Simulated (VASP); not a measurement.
# K3Mg4F12 (a cell with a defect) in VASP: further runs

Runs on K3Mg4F12 (a cell with a defect). Level: PBEsol. Tasks: relaxation of the atoms, single point.

All numbers are computed with VASP 6.6.1; they aren't measurements. Logs are shortened: lines on timing, memory, paths and dates and some standing lists are left out, and cuts for length are marked.

### 1 The cell of the first run

The cell holds a defect, 19 atoms: a = 6.912 Å, b = 6.912 Å, c = 6.912 Å, α = 109.47°, β = 109.47°, γ = 109.47°.

### 2 Relaxation of the atoms, PBEsol (atoms taken out)

File INCAR:

```
PREC     = Accurate       # precision mode
ENCUT    = 520            # plane-wave cutoff, eV
EDIFF    = 1E-7           # SCF threshold, eV
ISMEAR   = 0              # smearing method
SIGMA    = 0.05           # smearing width, eV
LREAL    = False          # projectors in reciprocal space
LASPH    = True           # aspherical terms in the spheres
NELM     = 120            # most SCF steps
ALGO     = Normal         # electronic algorithm
ISIF     = 2              # what is computed and relaxed
LWAVE    = False          # write WAVECAR
LCHARG   = False          # write CHGCAR
GGA      = PS             # functional
IBRION   = 2              # ionic algorithm
NSW      = 80             # ionic steps
EDIFFG   = -0.02          # ionic threshold
NELECT   = 120.0        
GGA_COMPAT= False        
NELMIN   = 4            
KPAR     = 4
```

File KPOINTS:

```
regular mesh
0
Gamma
  4 4 4
```

File POSCAR:

```
K3Mg4F12
1.0
   -3.9908822801      3.9908822801      3.9908822801
    3.9908822801     -3.9908822801      3.9908822801
    3.9908822801      3.9908822801     -3.9908822801
K Mg F
3 4 12
Direct
   -0.2500000000     -0.2500000000      0.5000000000
    0.0000000000      0.5000000000      0.0000000000
    0.5000000000      0.0000000000      0.0000000000
    0.5000000000      0.5000000000      0.0000000000
    0.0000000000      0.0000000000      0.0000000000
    0.0000000000      0.5000000000      0.5000000000
    0.5000000000      0.0000000000      0.5000000000
    0.5000000000      0.7500000000      0.2500000000
    0.0000000000      0.2500000000      0.2500000000
    0.0000000000      0.7500000000      0.7500000000
    0.5000000000      0.2500000000      0.7500000000
    0.7500000000      0.5000000000      0.2500000000
    0.2500000000      0.0000000000      0.2500000000
    0.2500000000      0.5000000000      0.7500000000
    0.7500000000      0.0000000000      0.7500000000
    0.2500000000      0.7500000000      0.5000000000
    0.7500000000      0.2500000000      0.5000000000
    0.7500000000      0.7500000000      0.0000000000
    0.2500000000      0.2500000000      0.0000000000
```

Potentials or basis: VASP PAW PBE potentials, release 64 (K_sv, Mg, F).

On the command line:

```console
$ cat potpaw_PBE.64/K_sv/POTCAR potpaw_PBE.64/Mg/POTCAR potpaw_PBE.64/F/POTCAR > POTCAR
$ mpirun -np 4 vasp_std > vasp.out
```

OUTCAR:

```text
PREC = Accurate
   ENCUT = 520
   EDIFF = 1E-7
   ISMEAR = 0
   LREAL = False
   LASPH = True
   NELM = 120
   ISIF = 2
   GGA = PS
   IBRION = 2
   NSW = 80
   EDIFFG = -0.02
   NELECT = 120.0
   NELMIN = 4

 ion  position               nearest neighbor table
   1  0.750  0.750  0.500-   8 2.00  10 2.00  12 2.00  15 2.00   6 2.82   7 2.82   5 2.82   4 2.82

   2  0.000  0.500  0.000-   9 2.82  10 2.82  12 2.82  14 2.82  16 2.82  18 2.82  19 2.82  17 2.82
                            13 2.82   8 2.82  15 2.82  11 2.82   4 3.46   6 3.46   5 3.46   5 3.46
   3  0.500  0.000  0.000-   8 2.82  11 2.82  13 2.82  15 2.82  17 2.82  18 2.82  19 2.82  16 2.82
                             9 2.82  12 2.82  14 2.82  10 2.82   4 3.46   7 3.46   5 3.46   4 3.46
   4  0.500  0.500  0.000-   8 2.00  11 2.00  12 2.00  14 2.00  18 2.00  19 2.00   1 2.82   2 3.46
                             3 3.46   3 3.46   2 3.46
   5  0.000  0.000  0.000-   9 2.00  10 2.00  13 2.00  15 2.00  18 2.00  19 2.00   1 2.82   3 3.46
                             2 3.46   2 3.46   3 3.46
   6  0.000  0.500  0.500-   9 2.00  10 2.00  12 2.00  14 2.00  16 2.00  17 2.00   1 2.82   2 3.46
                             3 3.46   2 3.46   3 3.46
   7  0.500  0.000  0.500-   8 2.00  11 2.00  13 2.00  15 2.00  16 2.00  17 2.00   1 2.82   2 3.46
                             3 3.46   3 3.46   2 3.46
   8  0.500  0.750  0.250-   1 2.00   4 2.00   7 2.00   3 2.82   2 2.82
   9  0.000  0.250  0.250-   5 2.00   6 2.00   2 2.82   3 2.82
  10  0.000  0.750  0.750-   1 2.00   5 2.00   6 2.00   2 2.82   3 2.82
  11  0.500  0.250  0.750-   4 2.00   7 2.00   3 2.82   2 2.82
  12  0.750  0.500  0.250-   1 2.00   4 2.00   6 2.00   2 2.82   3 2.82
  13  0.250  0.000  0.250-   5 2.00   7 2.00   3 2.82   2 2.82
  14  0.250  0.500  0.750-   4 2.00   6 2.00   2 2.82   3 2.82
  15  0.750  0.000  0.750-   1 2.00   5 2.00   7 2.00   3 2.82   2 2.82
  16  0.250  0.750  0.500-   6 2.00   7 2.00   3 2.82   2 2.82
  17  0.750  0.250  0.500-   6 2.00   7 2.00   2 2.82   3 2.82
  18  0.750  0.750  0.000-   4 2.00   5 2.00   2 2.82   3 2.82
  19  0.250  0.250  0.000-   4 2.00   5 2.00   2 2.82   3 2.82

  LATTYP: Found a body centered cubic cell.
 ALAT       =     7.9817645602

  Lattice vectors:

 A1 = (  -3.9908822801,   3.9908822801,   3.9908822801)
 A2 = (   3.9908822801,  -3.9908822801,   3.9908822801)
 A3 = (   3.9908822801,   3.9908822801,  -3.9908822801)

Analysis of symmetry for initial positions (statically):
=====================================================================
 Subroutine PRICEL returns:
 Original cell was already a primitive cell.

 Routine SETGRP: Setting up the symmetry group for a
 body centered cubic supercell.

 Subroutine GETGRP returns: Found 16 space group operations
 (whereof  4 operations were pure point group operations)
 out of a pool of 48 trial point group operations.

The static configuration has the point symmetry C_2v.
 The point group associated with its full space group is D_4h.

Analysis of symmetry for dynamics (positions and initial velocities):
=====================================================================
 Subroutine PRICEL returns:
 Original cell was already a primitive cell.

 Routine SETGRP: Setting up the symmetry group for a
 body centered cubic supercell.

 Subroutine GETGRP returns: Found 16 space group operations
 (whereof  4 operations were pure point group operations)
 out of a pool of 48 trial point group operations.

The dynamic configuration has the point symmetry C_2v.
 The point group associated with its full space group is D_4h.

 Subroutine INISYM returns: Found 16 space group operations
 (whereof  4 operations are pure point group operations),
 and found     1 'primitive' translations

----------------------------------------------------------------------------------------

                                     Primitive cell

  volume of cell :     254.2534

  direct lattice vectors                    reciprocal lattice vectors
    -3.990882280  3.990882280  3.990882280     0.000000000  0.125285580  0.125285580
     3.990882280 -3.990882280  3.990882280     0.125285580  0.000000000  0.125285580
     3.990882280  3.990882280 -3.990882280     0.125285580  0.125285580  0.000000000

  length of vectors
     6.912410876  6.912410876  6.912410876     0.177180566  0.177180566  0.177180566

  position of ions in fractional coordinates (direct lattice)
     0.750000000  0.750000000  0.500000000
     0.000000000  0.500000000  0.000000000
     0.500000000  0.000000000  0.000000000
     0.500000000  0.500000000  0.000000000
     0.000000000  0.000000000  0.000000000
     0.000000000  0.500000000  0.500000000
[... 11 lines left out ...]
     0.750000000  0.750000000  0.000000000
     0.250000000  0.250000000  0.000000000

  ion indices of the primitive-cell ions
   primitive index   ion index
                 1           1
                 2           2
                 3           3
                 4           4
                 5           5
                 6           6
[... 11 lines left out ...]
                18          18
                19          19

----------------------------------------------------------------------------------------

 KPOINTS: regular mesh

Automatic generation of k-mesh.
 Grid dimensions read from file:
 generate k-points for:    4    4    4

 Generating k-lattice:

  Cartesian coordinates                     Fractional coordinates (reciprocal lattice)
     0.000000000  0.031321395  0.031321395     0.250000000  0.000000000  0.000000000
     0.031321395  0.000000000  0.031321395     0.000000000  0.250000000  0.000000000
     0.031321395  0.031321395  0.000000000     0.000000000  0.000000000  0.250000000

  Length of vectors
     0.044295141  0.044295141  0.044295141

  Shift w.r.t. Gamma in fractional coordinates (k-lattice)
     0.000000000  0.000000000  0.000000000

 Subroutine IBZKPT returns following result:
 ===========================================

 Found     13 irreducible k-points:

 Following reciprocal coordinates:
            Coordinates               Weight
  0.000000  0.000000  0.000000      1.000000
  0.250000  0.000000  0.000000      8.000000
  0.000000  0.000000  0.250000      4.000000
  0.500000  0.000000  0.000000      4.000000
  0.000000  0.000000  0.500000      2.000000
  0.250000  0.250000  0.000000      8.000000
  0.000000  0.250000  0.250000     16.000000
  0.250000  0.250000  0.250000      2.000000
 -0.250000  0.250000  0.250000      4.000000
  0.250000  0.250000 -0.250000      2.000000
  0.500000  0.500000  0.250000      4.000000
  0.250000  0.500000  0.500000      8.000000
  0.500000  0.500000  0.500000      1.000000
   k-points           NKPTS =     13   k-points in BZ     NKDIM =     13   number of bands    NBANDS=     72
   number of dos      NEDOS =    301   number of ions     NIONS =     19
   total plane-waves  NPLWV = 157464
   dimension x,y,z NGX =    54 NGY =   54 NGZ =   54
   dimension x,y,z NGXF=   108 NGYF=  108 NGZF=  108
   ions per type =               3   4  12
   NGX,Y,Z   is equivalent  to a cutoff of  12.99, 12.99, 12.99 a.u.
   NGXF,Y,Z  is equivalent  to a cutoff of  25.97, 25.97, 25.97 a.u.
 SYSTEM =  unknown system
   PREC   = accura    normal or accurate (medium, high low for compatibility)
   ISTART =      0    job   : 0-new  1-cont  2-samecut
   ICHARG =      2    charge: 1-file 2-atom 10-const
   ISPIN  =      1    spin polarized calculation?
   LNONCOLLINEAR =      F non collinear calculations
   LSORBIT =      F    spin-orbit coupling
   LASPH  =      T    aspherical Exc in radial PAW
   ENCUT  =  520.0 eV  38.22 Ry    6.18 a.u.  12.85 12.85 12.85*2*pi/ulx,y,z
   NELM   =    120;   NELMIN=  4; NELMDL= -5     # of ELM steps
   EDIFF  = 0.1E-06   stopping-criterion for ELM
   LREAL  =      F    real-space projection
   EDIFFG = -.2E-01   stopping-criterion for IOM
   NSW    =     80    number of steps for IOM
   IBRION =      2    ionic relax: 0-MD 1-quasi-New 2-CG
   NFREE  =      1    steps in history (QN), initial steepest desc. (CG)
   ISIF   =      2    stress and relaxation
   ISYM   =      2    0-nonsym 1-usesym 2-fastsym
   POTIM  = 0.5000    time-step for ionic-motion
   TEBEG  =    0.0;   TEEND  =   0.0 temperature during run
   PSTRESS=    0.0 pullay stress
   NELECT =     120.0000    total number of electrons
   NUPDOWN=      -1.0000    fix difference up-down
   EMIN   =  10.00;   EMAX   =-10.00  energy-range for DOS
   EFERMI =   0.00;   METHOD = LEGACY
   ISMEAR =     0;   SIGMA  =   0.05  broadening in eV -4-tet -1-fermi 0-gaus
   EFERMI_NEDOS =   21; number of points for ismear=-14 and -15
   IALGO  =     38    algorithm
   IMIX   =      4    mixing-type and parameters
     AMIX     =   0.40;   BMIX     =  1.00
     AMIX_MAG =   1.60;   BMIX_MAG =  1.00
  volume/ion in A,a.u.               =      13.38        90.30
  Fermi-wavevector in a.u.,A,eV,Ry     =   1.274617  2.408677 22.104681  1.624648
  Thomas-Fermi vector in A             =   2.407375
   LORBIT       =      0    0 simple, 1 ext, 2 COOP (PROOUT), +10 PAW based schemes
   GGA     = PS    functional components
   LHFCALC =     F    Hartree Fock is set to
   AEXX    =    0.0000 exact exchange contribution
   IVDW    =     0    specifies the selected vdW correction
   LEPSILON=     F    determine dielectric tensor
   LRPA    =     F    only Hartree local field effects (RPA)
 conjugate gradient relaxation of ions
 non-spin polarized calculation
 Gauss-broadening in eV      SIGMA  =   0.05
  energy-cutoff  :      520.00
  volume of cell :      254.25
 maximum number of plane-waves:      6866
 NGX is ok and might be reduce to    54
   NGX = 25   NGY = 25   NGZ = 25

--------------------------------------- Ionic step        1  -------------------------------------------

 number of electron     119.9999846 magnetization

 Free energy of the ion-electron system (eV)
  ---------------------------------------------------
  ext. energy  EPLUGINS =         0.00000000
  ---------------------------------------------------
  free energy    TOTEN  =       -90.49258841 eV

  energy without entropy =      -90.49258841  energy(sigma->0) =      -90.49258841

------------------------ aborting loop because EDIFF is reached ----------------------------------------

  FORCE on cell =-STRESS in cart. coord.  units (eV):
  Direction    XX          YY          ZZ          XY          YZ          ZX
  --------------------------------------------------------------------------------------
  -------------------------------------------------------------------------------------
  Total       25.9170436     25.9170436      1.2713874     -0.0000000      0.0000000     -0.0000000
  in kB      163.3162122    163.3162122      8.0116455     -0.0000000      0.0000000     -0.0000000
  external PRESSURE =     111.5480233 kB  Pullay stress =       0.0000000 kB
[... 140 lines left out ...]
  FREE ENERGIE OF THE ION-ELECTRON SYSTEM (eV)
  ---------------------------------------------------
  free  energy   TOTEN  =       -93.3234916584 eV

  energy  without entropy=      -93.3234916584  energy(sigma->0) =      -93.32349166

[... ionic steps 4 to 9 ...]

--------------------------------------- Ionic step       10  -------------------------------------------

 number of electron     119.9999899 magnetization

------------------------ aborting loop because EDIFF is reached ----------------------------------------

  FORCE on cell =-STRESS in cart. coord.  units (eV):
  Direction    XX          YY          ZZ          XY          YZ          ZX
  --------------------------------------------------------------------------------------
  -------------------------------------------------------------------------------------
  Total       14.3341662     14.3341662      2.0039765     -0.0000000      0.0000000      0.0000000
  in kB       90.3267272     90.3267272     12.6280547     -0.0000000      0.0000000      0.0000000
  external PRESSURE =      64.4271697 kB  Pullay stress =       0.0000000 kB
[... 91 lines left out ...]
  energy  without entropy=      -93.4340817592  energy(sigma->0) =      -93.43408176

--------------------------------------- Ionic step       12  -------------------------------------------

 number of electron     119.9999900 magnetization

 Free energy of the ion-electron system (eV)
  ---------------------------------------------------
  ext. energy  EPLUGINS =         0.00000000
  ---------------------------------------------------
  free energy    TOTEN  =       -93.43415459 eV

  energy without entropy =      -93.43415459  energy(sigma->0) =      -93.43415459

 E-fermi :  -1.7746     XC(G=0):  -9.3931

 val. band max:       -2.1037838267   @ k =   0.0000   0.0000   0.0000
 cond. band min:       4.5295107726   @ k =   0.0000   0.0000   0.0000
 fundamental gap:      6.6332945993
 Fermi energy:        -1.7745895737

 k-point     1 :       0.0000    0.0000    0.0000
  band No.  band energies     occupation
      1     -28.2476      2.00000
      2     -27.5243      2.00000
      3     -27.4894      2.00000
      4     -22.2198      2.00000
      5     -22.0372      2.00000
      6     -22.0222      2.00000
[... 1010 lines left out ...]
  FREE ENERGIE OF THE ION-ELECTRON SYSTEM (eV)
  ---------------------------------------------------
  free  energy   TOTEN  =       -93.4341545862 eV

  energy  without entropy=      -93.4341545862  energy(sigma->0) =      -93.43415459

 reached required accuracy - stopping structural energy minimisation
```

Wall time 11 min (4 MPI ranks of AMD EPYC 9R45 (Zen 5), shared host); peak memory 0.52 GiB.

Results:

- Free energy: -93.4342 eV
- Energy gained by relaxing: 154.8 meV/atom
- Ionic steps: 12
- Largest force after relaxing: 0.007 eV/Å

Forces in eV/Å, atoms in the order of the input:
```
K    0.000  0.000  0.000
K    0.000  0.000  0.000
K    0.000  0.000  0.000
Mg   0.005  0.005  0.000
Mg  -0.005 -0.005  0.000
Mg   0.005 -0.005  0.000
Mg  -0.005  0.005  0.000
F    0.000  0.001  0.000
F    0.000  0.003  0.000
F    0.000 -0.001  0.000
F    0.000 -0.003  0.000
F    0.001  0.000  0.000
F    0.003  0.000  0.000
F   -0.003  0.000  0.000
F   -0.001  0.000  0.000
F    0.000  0.000  0.000
F    0.000  0.000  0.000
F    0.000  0.000  0.000
F    0.000  0.000  0.000
```

The path:
```csv
step,energy change (eV),largest force (eV/Å),pressure (GPa)
1,0.0000,4.8034,11.15
2,-2.7137,0.9300,6.57
3,-2.8309,0.6514,6.06
4,-2.8383,0.7032,6.12
5,-2.9168,0.2107,6.44
6,-2.9232,0.2044,6.58
7,-2.9316,0.1441,6.56
8,-2.9395,0.0927,6.52
9,-2.9413,0.0247,6.46
10,-2.9415,0.0241,6.44
11,-2.9415,0.0240,6.44
12,-2.9416,0.0075,6.47
```

Final structure:
```
CELL_PARAMETERS angstrom
-3.99088 3.99088 3.99088
3.99088 -3.99088 3.99088
3.99088 3.99088 -3.99088
ATOMIC_POSITIONS crystal
K 0.75000 0.75000 0.50000
K 0.00000 0.50000 0.00000
K 0.50000 0.00000 0.00000
Mg 0.48582 0.48582 0.97165
Mg 0.01418 0.01418 0.02835
Mg 0.01418 0.48582 0.50000
Mg 0.48582 0.01418 0.50000
F 0.46213 0.75000 0.21213
F 0.00270 0.25000 0.25270
F 0.03787 0.75000 0.78787
F 0.49730 0.25000 0.74730
F 0.75000 0.46213 0.21213
F 0.25000 0.00270 0.25270
F 0.25000 0.49730 0.74730
F 0.75000 0.03787 0.78787
F 0.25000 0.75000 0.50000
F 0.75000 0.25000 0.50000
F 0.75000 0.75000 0.00000
F 0.25000 0.25000 0.00000
```

Caveat: the cell carries a net charge on a neutralising background, which shifts energy and pressure; the cell differs from its parent crystal (atoms taken out); the cell is charged against a uniform background, so pressure and absolute levels hang on convention; the PAW data sets were made with another functional, which shifts forces and pressure a little.

### 3 Single point, PBEsol (atoms taken out, then relaxed in part)

File INCAR:

```
SYSTEM = K3Mg4F12
PREC = Accurate
ENCUT = 520
EDIFF = 1E-6
ISMEAR = 0
SIGMA = 0.05
LREAL = Auto
LASPH = .True.
NELM = 60
ALGO = Normal
ISIF = 2
LWAVE = .False.
LCHARG = .False.
GGA = PS
NELECT = 120.0
NBANDS = 74
```

File KPOINTS:

```
regular mesh
0
Gamma
  4 4 4
  0 0 0
```

File POSCAR:

```
K3Mg4F12
1.0
   -3.9908822801      3.9908822801      3.9908822801
    3.9908822801     -3.9908822801      3.9908822801
    3.9908822801      3.9908822801     -3.9908822801
K Mg F
3 4 12
Direct
   -0.2500000000     -0.2500000000      0.5000000000
    0.0000000000      0.5000000000      0.0000000000
    0.5000000000      0.0000000000      0.0000000000
    0.4860031159      0.4860031159     -0.0279937682
    0.0139968841      0.0139968841      0.0279937682
    0.0139968841      0.4860031159      0.5000000000
    0.4860031159      0.0139968841      0.5000000000
    0.4626191815      0.7500000000      0.2126191815
    0.0022696270      0.2500000000      0.2522696270
    0.0373808185      0.7500000000      0.7873808185
    0.4977303730      0.2500000000      0.7477303730
    0.7500000000      0.4626191815      0.2126191815
    0.2500000000      0.0022696270      0.2522696270
    0.2500000000      0.4977303730      0.7477303730
    0.7500000000      0.0373808185      0.7873808185
    0.2500000000      0.7500000000      0.5000000000
    0.7500000000      0.2500000000      0.5000000000
    0.7500000000      0.7500000000      0.0000000000
    0.2500000000      0.2500000000      0.0000000000
```

Potentials or basis: VASP PAW PBE potentials, release 64 (K_sv, Mg, F).

On the command line:

```console
$ cat potpaw_PBE.64/K_sv/POTCAR potpaw_PBE.64/Mg/POTCAR potpaw_PBE.64/F/POTCAR > POTCAR
$ mpirun -np 1 vasp_std > vasp.out
```

It took 17 min on 1 thread of Intel Xeon 8259CL, shared host; peak memory 0.47 GiB.

It converged, with:

- Free energy: -93.4397 eV
- Largest force: 0.033 eV/Å

Forces on the atoms (eV/Å):
```
K    0.000  0.000  0.000
K    0.000  0.000  0.000
K    0.000  0.000  0.000
Mg  -0.008 -0.008  0.000
Mg   0.008  0.008  0.000
Mg  -0.008  0.008  0.000
Mg   0.008 -0.008  0.000
F    0.000 -0.033  0.000
F    0.000  0.012  0.000
F    0.000  0.033  0.000
F    0.000 -0.012  0.000
F   -0.033  0.000  0.000
F    0.012  0.000  0.000
F   -0.012  0.000  0.000
F    0.033  0.000  0.000
F    0.000  0.000  0.000
F    0.000  0.000  0.000
F    0.000  0.000  0.000
F    0.000  0.000  0.000
```

Levels at points of the mesh, in eV from the Fermi level:
```csv
k point,band 57,band 58,band 59,band 60,band 61,band 62,band 63,band 64
"(0.00, 0.00, 0.00)",-0.61,-0.41,-0.36,-0.29,6.34,9.44,9.86,9.86
"(0.50, 0.00, 0.00)",-0.61,-0.61,-0.55,-0.31,7.79,8.24,9.47,9.78
"(0.00, 0.00, 0.50)",-0.50,-0.49,-0.46,-0.44,7.66,8.46,9.56,9.61
"(0.50, 0.50, 0.50)",-0.68,-0.37,-0.30,-0.30,8.35,9.04,9.36,9.36
```

Caveat: the cell carries a net charge on a neutralising background, which shifts energy and pressure; the cell differs from its parent crystal (atoms taken out, then relaxed in part); the cell is charged against a uniform background, so pressure and absolute levels hang on convention; the PAW data sets were made with another functional, which shifts forces and pressure a little.
